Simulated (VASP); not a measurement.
Input of a VASP 6.6.1 run:

The input INCAR:

```
  ALGO = Normal
  DIPOL = 0.5 0.5 0.487
  EDIFF = 1E-6
  EDIFFG = -0.03
  ENCUT = 520
  GGA = PE
  IBRION = 2
  IDIPOL = 3
  ISIF = 2
  ISMEAR = 0
  IVDW = 12
  LASPH = T
  LCHARG = F
  LDIPOL = T
  LREAL = F
  LWAVE = F
  NELM = 80
  NSW = 90
  PREC = Accurate
  SIGMA = 0.1
```

Contents of KPOINTS:

```
k-points
0
Gamma
  12 12 1
```

File POSCAR:

```
C6O
1.0
    2.4649796689      0.0000000000      0.0000000000
   -1.2324898345      2.1347350131      0.0000000000
    0.0000000000      0.0000000000     25.7384333923
C O
6 1
Selective dynamics
Direct
    0.0000000000      0.0000000000      0.3302454390  F F F
    0.3333333333      0.6666666667      0.3302454299  F F F
    0.0000000000      0.0000000000      0.4611476011  T T T
    0.6666666667      0.3333333333      0.4611475919  T T T
    0.0000000000      0.0000000000      0.5920497631  T T T
    0.3333333333      0.6666666667      0.5920497540  T T T
    0.1666666667      0.3333333333      0.6402267434  T T T
```

Potentials or basis: VASP PAW PBE potentials, release 64 (C, O).

Launch:

```sh
$ cat potpaw_PBE.64/C/POTCAR potpaw_PBE.64/O/POTCAR > POTCAR
$ mpirun -np 1 vasp_std > vasp.out
```

Task: Predict the band gap on the k mesh.

Result: Zero (bands 15 and 16 overlap by 0.06 eV).

Task: What does it give for the dispersion energy per atom?

Result: -0.123 eV.

Task: Predict the energy gained by relaxing.

Result: 1.6 meV/atom.

Final structure:
```
CELL_PARAMETERS angstrom
2.46498 0.00000 0.00000
-1.23249 2.13474 0.00000
0.00000 0.00000 25.73843
ATOMIC_POSITIONS crystal
C 0.00000 0.00000 0.33025
C 0.33333 0.66667 0.33025
C 0.99996 0.99993 0.46114
C 0.66665 0.33330 0.46117
C 0.00182 0.00363 0.59186
C 0.33155 0.66311 0.59185
O 0.16668 0.33336 0.64061
```
